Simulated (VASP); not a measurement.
Runs of VASP 6.6.1 on Ga. The structure is that of space group P6_3/mmc (No. 194), or close to it. The cells are those of the table. 

| task | cell | k mesh | cutoff (eV) | gap on the mesh (eV) | pressure (GPa) |
| --- | --- | --- | --- | --- | --- |
| single point | a = 2.978, b = 2.978, c = 4.699 Å, angles 90.0, 90.0, 120.0°, 2 atoms | 13 × 13 × 8 | 520 | none | 4.6 |
| single point | a = 3.142, b = 3.142, c = 4.957 Å, angles 90.0, 90.0, 120.0°, 2 atoms | 13 × 13 × 8 | 520 | none | (b) |
| relaxation of cell and atoms | relaxed from a = 3.026, b = 3.026, c = 4.942 Å, angles 90.0, 90.0, 120.0°, 2 atoms | 12 × 12 × 7 | 600 | none | 0.0 |
| single point | a = 3.021, b = 3.021, c = 4.767 Å, angles 90.0, 90.0, 120.0°, 2 atoms | 13 × 13 × 8 | 520 | none | (a) |
| single point | a = 3.062, b = 3.062, c = 4.832 Å, angles 90.0, 90.0, 120.0°, 2 atoms | 12 × 12 × 7 | 520 | none | 0.1 |
| single point | a = 3.062, b = 3.062, c = 4.832 Å, angles 90.0, 90.0, 120.0°, 2 atoms | 13 × 13 × 8 | 520 | none | 0.1 |
| single point | a = 3.102, b = 3.102, c = 4.896 Å, angles 90.0, 90.0, 120.0°, 2 atoms | 13 × 13 × 8 | 520 | none | -1.4 |
| single point | a = 3.180, b = 3.180, c = 5.018 Å, angles 90.0, 90.0, 120.0°, 2 atoms | 13 × 13 × 8 | 520 | none | -3.6 |

Alike in all rows: level revPBE; potentials or basis VASP PAW PBE potentials, release 64 (Ga_d); no spin polarisation; smearing fermi-dirac 0.1 eV.

Task: Estimate the missing entries.

Result: (a) 2.1; (b) -2.6.

Caveats: the PAW data sets were made with another functional, which shifts forces and pressure a little.

A k mesh can miss the band edges, and the runs leave out spin-orbit coupling on Ga.

A gap of «none» marks levels without a gap at the run's occupations.
